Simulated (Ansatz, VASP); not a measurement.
**W3N4 in VASP and in Ansatz**

POSCAR

```
W3N4
1.0
    4.1219995300      0.0000000000      0.0000000000
    0.0000000000      4.1219995300      0.0000000000
    0.0000000000      0.0000000000      4.1219995300
W N
3 4
Direct
    0.5000000000      0.5000000000      0.0000000000
    0.0000000000      0.5000000000      0.5000000000
    0.5000000000      0.0000000000      0.5000000000
    0.5000000000      0.5000000000      0.5000000000
    0.5000000000      0.0000000000      0.0000000000
    0.0000000000      0.5000000000      0.0000000000
    0.0000000000      0.0000000000      0.5000000000
```

INCAR.step1

```
  PREC = Accurate
  ENCUT = 520
  ISMEAR = 0
  SIGMA = 0.05
  LREAL = False
  LASPH = True
  NELM = 150
  ISPIN = 2
  MAGMOM = 0 0 0 0 0 0 0
  LMAXMIX = 4
  LDAU = True
  LDAUTYPE = 2
  LDAUL = 2 -1
  LDAUU = 1 0
  LDAUJ = 0 0
  NBANDS = 44
  GGA = PE
  ALGO = Normal
  EDIFF = 1E-4
  LWAVE = True
  LCHARG = False
```

The input INCAR.step2:

```
  PREC = Accurate
  ENCUT = 520
  EDIFF = 1E-6
  ISMEAR = 0
  SIGMA = 0.05
  LREAL = False
  LASPH = True
  NELM = 150
  ALGO = Normal
  ISIF = 2
  LWAVE = False
  LCHARG = False
  ISPIN = 2
  MAGMOM = 0 0 0 0 0 0 0
  LORBIT = 11
  LMAXMIX = 4
  LDAU = True
  LDAUTYPE = 2
  LDAUL = 2 -1
  LDAUU = 1 0
  LDAUJ = 0 0
  LDAUPRINT = 1
  METAGGA = R2SCAN
  LMIXTAU = True
  NBANDS = 44
  ISTART = 1
```

The input KPOINTS:

```
regular mesh
0
Gamma
  5 5 5
```

Input for Ansatz:

```yaml
crystal:
  lattice:
    - [4.12199953, 0.0, 0.0]
    - [0.0, 4.12199953, 0.0]
    - [0.0, 0.0, 4.12199953]
  atoms:
    - { symbol: W, position: [0.5, 0.5, 0.0], spin: 0.3 }
    - { symbol: W, position: [0.0, 0.5, 0.5], spin: 0.3 }
    - { symbol: W, position: [0.5, 0.0, 0.5], spin: 0.3 }
    - { symbol: "N", position: [0.5, 0.5, 0.5] }
    - { symbol: "N", position: [0.5, 0.0, 0.0] }
    - { symbol: "N", position: [0.0, 0.5, 0.0] }
    - { symbol: "N", position: [0.0, 0.0, 0.5] }
basis:
  ecutwfc: 500
  ecutrho_ratio: 4
kpoints:
  mp_grid: { grid: [5, 5, 5] }
hamiltonian:
  xc: r2scan
  hubbard:
    sites:
      - { site: 0, l: d, u_eff: 1.0, starting_ns: [{ spin: up, occupation_matrix: s0up }, { spin: down, occupation_matrix: s0down }] }
      - { site: 1, l: d, u_eff: 1.0, starting_ns: [{ spin: up, occupation_matrix: s1up }, { spin: down, occupation_matrix: s1down }] }
      - { site: 2, l: d, u_eff: 1.0, starting_ns: [{ spin: up, occupation_matrix: s2up }, { spin: down, occupation_matrix: s2down }] }
    occupation_matrices:
      s0up:
        matrix:
          - [0.02, 0.0, 0.0, 0.0, 0.0]
          - [0.0, 0.02, 0.0, 0.0, 0.0]
          - [0.0, 0.0, 0.97, 0.0, 0.0]
          - [0.0, 0.0, 0.0, 0.02, 0.0]
          - [0.0, 0.0, 0.0, 0.0, 0.02]
      s0down:
        matrix:
          - [0.02, 0.0, 0.0, 0.0, 0.0]
          - [0.0, 0.97, 0.0, 0.0, 0.0]
          - [0.0, 0.0, 0.02, 0.0, 0.0]
          - [0.0, 0.0, 0.0, 0.02, 0.0]
          - [0.0, 0.0, 0.0, 0.0, 0.02]
      s1up:
        matrix:
          - [0.97, 0.0, 0.0, 0.0, 0.0]
          - [0.0, 0.02, 0.0, 0.0, 0.0]
          - [0.0, 0.0, 0.02, 0.0, 0.0]
          - [0.0, 0.0, 0.0, 0.02, 0.0]
          - [0.0, 0.0, 0.0, 0.0, 0.02]
      s1down:
        matrix:
          - [0.97, 0.0, 0.0, 0.0, 0.0]
          - [0.0, 0.02, 0.0, 0.0, 0.0]
          - [0.0, 0.0, 0.02, 0.0, 0.0]
          - [0.0, 0.0, 0.0, 0.02, 0.0]
          - [0.0, 0.0, 0.0, 0.0, 0.02]
      s2up:
        matrix:
          - [0.97, 0.0, 0.0, 0.0, 0.0]
          - [0.0, 0.02, 0.0, 0.0, 0.0]
          - [0.0, 0.0, 0.02, 0.0, 0.0]
          - [0.0, 0.0, 0.0, 0.02, 0.0]
          - [0.0, 0.0, 0.0, 0.0, 0.02]
      s2down:
        matrix:
          - [0.97, 0.0, 0.0, 0.0, 0.0]
          - [0.0, 0.02, 0.0, 0.0, 0.0]
          - [0.0, 0.0, 0.02, 0.0, 0.0]
          - [0.0, 0.0, 0.0, 0.02, 0.0]
          - [0.0, 0.0, 0.0, 0.0, 0.02]
    ns_hold: { iters: 5 }
scf:
  occupations: { method: gaussian, width: 0.05 }
  lower_state_search: "off"
  max_iter: 150
output:
  forces: true
  stress: true
  eigenvalues: true
  populations: true
  hubbard: { sites: [{ site: 0, l: d }, { site: 1, l: d }, { site: 2, l: d }] }
magnetization:
  spin_polarized: true
```

Alike in both runs: task single point; functional r2SCAN; k mesh 5 × 5 × 5; occupations gaussian, width 0.05 eV; collinear spin; Hubbard terms W d U = 1.0 eV.

```csv
,VASP,Ansatz
version,VASP 6.6.1,Ansatz 0.2.0
potentials or method,"VASP PAW PBE potentials, release 64 (W_sv, N), cutoff 520 eV","scalar-relativistic, plane waves, PAW"
valence electrons in the cell,62,62
```

|  | VASP | Ansatz | Ansatz less VASP |
| --- | --- | --- | --- |
| gap on the k mesh at the Fermi level (eV) | none | none | - |
| pressure (GPa) | 26.2 | 21.6 | -4.63 |

VASP's potentials were made for PBE, not for r2SCAN. The programs project onto different local orbitals, so the same U acts differently, and such runs can settle in different states. A gap of «none» marks a metal or a gap that the smearing closes. Ansatz's warnings: filled band counts differ across k points, seeded moment not kept, specified occupation not kept, stability check not made, symmetry narrowed by occupation matrices.

Neither program's run includes spin-orbit coupling.
